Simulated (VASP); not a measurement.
# SnO2 (Fm-3m) in VASP: G0W0 quasiparticle levels with PBE

Aim: the G0W0 quasiparticle levels of SnO2 with PBE.

All numbers are computed with VASP 6.6.1; they aren't measurements. Logs are shortened: lines on timing, memory, paths and dates and some standing lists are left out, and cuts for length are marked.

## Step 1: The cell of the first run

Symmetry: Fm-3m, No. 225, cubic system. The conventional cell has a = 5.067 Å, b = 5.067 Å, c = 5.067 Å, α = 90.00°, β = 90.00°, γ = 90.00°. Within 2.9 Å of Sn (site symmetry m-3m) lie 8 O at 2.19 Å. O (site symmetry -43m) has 4 Sn at 2.19 Å and 6 O at 2.53 Å within 2.9 Å.

## Step 2: G0W0 quasiparticle levels, PBE

POSCAR reads:

```
SnO2
1.0
    0.0000000000      2.5334672578      2.5334672578
    2.5334672578      0.0000000000      2.5334672578
    2.5334672578      2.5334672578      0.0000000000
Sn O
1 2
Direct
    0.0000000000      0.0000000000      0.0000000000
    0.7500000000      0.7500000000      0.7500000000
    0.2500000000      0.2500000000      0.2500000000
```

INCAR.step1 reads:

```
  ALGO = Normal
  EDIFF = 1E-8
  ENCUT = 500
  GGA = PE
  ISMEAR = 0
  LASPH = True
  LCHARG = False
  LREAL = False
  LWAVE = True
  NELM = 100
  PREC = Accurate
  SIGMA = 0.01
```

INCAR.step2 reads:

```
  ALGO = Exact
  EDIFF = 1E-8
  ENCUT = 500
  GGA = PE
  ISMEAR = 0
  ISTART = 1
  LASPH = True
  LCHARG = False
  LOPTICS = True
  LREAL = False
  LWAVE = True
  NBANDS = 110
  NELM = 1
  PREC = Accurate
  SIGMA = 0.01
```

INCAR.step3 reads:

```
  ALGO = EVGW0
  EDIFF = 1E-8
  ENCUT = 500
  ENCUTGW = 120.0
  GGA = PE
  ISMEAR = 0
  ISTART = 1
  LASPH = True
  LCHARG = False
  LREAL = False
  LWAVE = False
  NBANDS = 110
  NBANDSGW = 21
  NELMGW = 1
  NOMEGA = 96
  OMEGAMAX = 20
  PREC = Accurate
  PRECFOCK = Fast
  SIGMA = 0.01
```

KPOINTS reads:

```
k-points
0
Gamma
  6 6 6
```

Potentials or basis: VASP PAW PBE potentials, release 64 (Sn_d_GW, O_GW).

Run with:

```bash
$ cat potpaw_PBE.64/Sn_d_GW/POTCAR potpaw_PBE.64/O_GW/POTCAR > POTCAR
$ cp INCAR.step1 INCAR
$ mpirun -np 1 vasp_std > vasp.out
$ cp INCAR.step2 INCAR
$ mpirun -np 1 vasp_std > vasp.out
$ cp INCAR.step3 INCAR
$ mpirun -np 1 vasp_std > vasp.out
```

OUTCAR:

```text
EDIFF = 1E-8
   ENCUT = 500
   ENCUTGW = 120.0
   GGA = PE
   ISMEAR = 0
   ISTART = 1
   LASPH = True
   LREAL = False
   NELMGW = 1
   PREC = Accurate
   PRECFOCK = Fast

 ion  position               nearest neighbor table
   1  0.000  0.000  0.000-   2 2.19   2 2.19   2 2.19   2 2.19   3 2.19   3 2.19   3 2.19   3 2.19

   2  0.750  0.750  0.750-   1 2.19   1 2.19   1 2.19   1 2.19
   3  0.250  0.250  0.250-   1 2.19   1 2.19   1 2.19   1 2.19

  LATTYP: Found a face centered cubic cell.
 ALAT       =     5.0669345156

  Lattice vectors:

 A1 = (   0.0000000000,   2.5334672578,   2.5334672578)
 A2 = (   2.5334672578,   0.0000000000,   2.5334672578)
 A3 = (   2.5334672578,   2.5334672578,   0.0000000000)

Analysis of symmetry for initial positions (statically):
=====================================================================
 Subroutine PRICEL returns:
 Original cell was already a primitive cell.

 Routine SETGRP: Setting up the symmetry group for a
 face centered cubic supercell.

 Subroutine GETGRP returns: Found 48 space group operations
 (whereof 48 operations were pure point group operations)
 out of a pool of 48 trial point group operations.

The static configuration has the point symmetry O_h .

Analysis of symmetry for dynamics (positions and initial velocities):
=====================================================================
 Subroutine PRICEL returns:
 Original cell was already a primitive cell.

 Routine SETGRP: Setting up the symmetry group for a
 face centered cubic supercell.

 Subroutine GETGRP returns: Found 48 space group operations
 (whereof 48 operations were pure point group operations)
 out of a pool of 48 trial point group operations.

The dynamic configuration has the point symmetry O_h .

 Subroutine INISYM returns: Found 48 space group operations
 (whereof 48 operations are pure point group operations),
 and found     1 'primitive' translations

----------------------------------------------------------------------------------------

                                     Primitive cell

  volume of cell :      32.5219

  direct lattice vectors                    reciprocal lattice vectors
     0.000000000  2.533467258  2.533467258    -0.197357988  0.197357988  0.197357988
[... 40 lines left out ...]

 Found     16 irreducible k-points:

 Following reciprocal coordinates:
            Coordinates               Weight
  0.000000  0.000000  0.000000      1.000000
  0.166667  0.000000  0.000000      8.000000
  0.333333  0.000000  0.000000      8.000000
  0.500000  0.000000  0.000000      4.000000
  0.166667  0.166667  0.000000      6.000000
  0.333333  0.166667  0.000000     24.000000
[... 8 lines left out ...]
 -0.333333  0.333333  0.166667     24.000000
 -0.333333  0.500000  0.166667     12.000000
   k-points           NKPTS =     16   k-points in BZ     NKDIM =    216   number of bands    NBANDS=    110
   number of dos      NEDOS =    301   number of ions     NIONS =      3
   total plane-waves  NPLWV =  21952
   dimension x,y,z NGX =    28 NGY =   28 NGZ =   28
   dimension x,y,z NGXF=    56 NGYF=   56 NGZF=   56
   ions per type =               1   2
   NGX,Y,Z   is equivalent  to a cutoff of  12.99, 12.99, 12.99 a.u.
   NGXF,Y,Z  is equivalent  to a cutoff of  25.98, 25.98, 25.98 a.u.
 SYSTEM =  unknown system
   PREC   = accura    normal or accurate (medium, high low for compatibility)
   ISTART =      1    job   : 0-new  1-cont  2-samecut
   ICHARG =      0    charge: 1-file 2-atom 10-const
   ISPIN  =      1    spin polarized calculation?
   LNONCOLLINEAR =      F non collinear calculations
   LSORBIT =      F    spin-orbit coupling
   LASPH  =      T    aspherical Exc in radial PAW
   ENCUT  =  500.0 eV  36.75 Ry    6.06 a.u.   6.53  6.53  6.53*2*pi/ulx,y,z
   NELM   =     60;   NELMIN=  2; NELMDL=  0     # of ELM steps
   EDIFF  = 0.1E-07   stopping-criterion for ELM
   LREAL  =      F    real-space projection
   EDIFFG = 0.1E-06   stopping-criterion for IOM
   NSW    =      0    number of steps for IOM
   IBRION =     -1    ionic relax: 0-MD 1-quasi-New 2-CG
   NFREE  =      0    steps in history (QN), initial steepest desc. (CG)
   ISIF   =      0    stress and relaxation
   ISYM   =      3    0-nonsym 1-usesym 2-fastsym
   POTIM  = 0.5000    time-step for ionic-motion
   TEBEG  =    0.0;   TEEND  =   0.0 temperature during run
   PSTRESS=    0.0 pullay stress
   NELECT =      26.0000    total number of electrons
   NUPDOWN=      -1.0000    fix difference up-down
   EMIN   =  10.00;   EMAX   =-10.00  energy-range for DOS
   EFERMI =   0.00;   METHOD = LEGACY
   ISMEAR =     0;   SIGMA  =   0.01  broadening in eV -4-tet -1-fermi 0-gaus
   EFERMI_NEDOS =   21; number of points for ismear=-14 and -15
   IALGO  =     38    algorithm
   IMIX   =      4    mixing-type and parameters
     AMIX     =   0.40;   BMIX     =  1.00
     AMIX_MAG =   1.60;   BMIX_MAG =  1.00
  volume/ion in A,a.u.               =      10.84        73.16
  Fermi-wavevector in a.u.,A,eV,Ry     =   1.519407  2.871262 31.410358  2.308596
  Thomas-Fermi vector in A             =   2.628397
   LORBIT       =      0    0 simple, 1 ext, 2 COOP (PROOUT), +10 PAW based schemes
   GGA     = PE    functional components
   LHFCALC =     T    Hartree Fock is set to
   PRECFOCK=fast      Normal, Fast or Accurate (Low or Medium for compatibility)
   ENCUT4O =  -1.0   cutoff for four orbital integrals eV
   NKREDX  =     1    reduce k-point grid by
   NKREDY  =     1    reduce k-point grid by
   NKREDZ  =     1    reduce k-point grid by
   AEXX    =    1.0000 exact exchange contribution
   HFSCREEN=    0.0000 screening length (either q_TF or 0.3 A-1)
   HFSCREENC=   0.0000 screening length for correlation (either q_TF or 0.3 A-1)
   ENCUTFOCK=  -1.0 apply spherical cutoff to Coloumb kernel
   IVDW    =     0    specifies the selected vdW correction
   LEPSILON=     F    determine dielectric tensor
   LRPA    =     F    only Hartree local field effects (RPA)
   LRPAFORCE           =     F    calculate RPA forces
   ENCUTGW             = 120.0    cutoff for response function in eV
   ENCUTGWSOFT         =  96.0    soft cutoff for Coulomb kernel in GW response function in eV
   ENCUTLF             =  -1.0    cutoff for local field effects
   NELMGW              =     1    number of iterations in solving QP/BSE equation
   NELMHF              =     1    number of iterations in the inner HF iteration
   NKREDLFX            =     1    NKREDLFY  =   1   NKREDLFZ  =   1
 non-spin polarized calculation
 Gauss-broadening in eV      SIGMA  =   0.01
  energy-cutoff  :      500.00
  volume of cell :       32.52
 maximum number of plane-waves:       869
 NGX is ok and might be reduce to    28
  NGX = 16; NGY = 16; NGZ = 16
   NGX = 13   NGY = 13   NGZ = 13
 maximum number of plane-waves:       113
 NGX is ok and might be reduce to    14

 QP shifts <psi_nk| G(iteration)W_0 |psi_nk>: iteration 1
 for sc-GW calculations column KS-energies equals QP-energies in previous step
 and V_xc(KS)=  KS-energies - (<T + V_ion + V_H > + <T+V_H+V_ion>^1  + <V_x>^1)

 k-point   1 :       0.0000    0.0000    0.0000
  band No.  KS-energies  QP-energies   sigma(KS)   V_xc(KS)     V^pw_x(r,r')   Z            occupation Imag(sigma)

      1     -14.5305     -17.4862     -21.3437     -17.4344     -27.2752       0.7561       2.0000       0.3839
      2     -14.5305     -17.4862     -21.3437     -17.4344     -27.2752       0.7561       2.0000       0.3839
      3     -14.5305     -17.4862     -21.3437     -17.4344     -27.2752       0.7561       2.0000       0.3839
      4     -14.3756     -17.2378     -21.2566     -17.4575     -27.0288       0.7534       2.0000       0.2139
      5     -14.3756     -17.2378     -21.2566     -17.4575     -27.0288       0.7534       2.0000       0.2139
      6     -13.6710     -14.4382     -18.9510     -17.6418     -29.3997       0.5860       2.0000       1.2536
[... 388 lines left out ...]
     20      24.1232      25.1456     -10.7532     -12.0345      -5.2582       0.7980       0.0000      -0.1800
     21      24.7408      25.7743     -11.7162     -13.0343      -5.9204       0.7841       0.0000      -0.3352
```

It took 34 min on 1 thread of AMD EPYC 7R43 (Zen 3), shared host; peak memory 0.65 GiB.

What came out:

```
Quasiparticle gap                                   : 1.08 eV
Least direct quasiparticle gap                      : 2.56 eV
Band gap of the starting levels on the mesh         : 0.30 eV
Least direct gap of the starting levels on the mesh : 1.68 eV
```

Caveat: bands, screening cutoff and mesh are small and nothing is extrapolated, so the quasiparticle values aren't converged; spin-orbit coupling is left out, which moves the levels of the heavy elements.
